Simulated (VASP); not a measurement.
Sb2Se3: single point with PBE

Crystal: Sb2Se3.

```
CELL_PARAMETERS angstrom
2.86190 -2.86768 0.00000
2.86190 2.86768 0.00000
0.00000 0.00000 12.59411
ATOMIC_POSITIONS crystal
Sb 0.50000 0.50000 0.50000
Sb 0.00000 0.00000 0.00000
Se 0.00000 0.00000 0.80957
Se 0.00000 0.00000 0.19043
Se 0.00000 0.00000 0.50000
```

- Program: VASP 6.6.1
- Task: single point
- Functional: PBE
- Potentials or basis: VASP PAW PBE potentials, release 64 (Sb, Se)
- Cutoff: 500 eV
- k mesh: 3 × 3 × 1
- Occupations: gaussian, width 0.15 eV
- Spin: no spin polarisation

```yaml
Pressure: 0.1 GPa
Largest_force: 0.015 eV/Å
Band_gap_on_the_k_mesh: 0.07 eV, indirect (least direct gap 0.09 eV)
```

Forces on the atoms (eV/Å):
```
Sb   0.000  0.000  0.000
Sb   0.000  0.000  0.000
Se   0.000  0.000  0.015
Se   0.000  0.000 -0.015
Se   0.000  0.000  0.000
```

Stress tensor (GPa, compression positive):
```
-0.05  0.00  0.00
 0.00 -0.07  0.00
 0.00  0.00  0.44
```

Levels at points of the mesh, in eV from the valence-band top:
```
           k point  band 11  band 12  band 13  band 14  band 15  band 16  band 17  band 18
(0.00, 0.00, 0.00)    -1.46    -0.58    -0.58    -0.30     1.46     1.91     1.91     3.71
```

It took 53 s on 1 thread of AMD EPYC 7R13 (shared host), peak memory 0.24 GiB.

Caveat: the k points lie up to 0.52 Å⁻¹ apart; spin-orbit coupling is left out, which moves the levels of the heavy elements; this functional lacks dispersion, which binds the layers, so the pressure and a relaxed spacing across them are unreliable. A k mesh can miss the band edges.
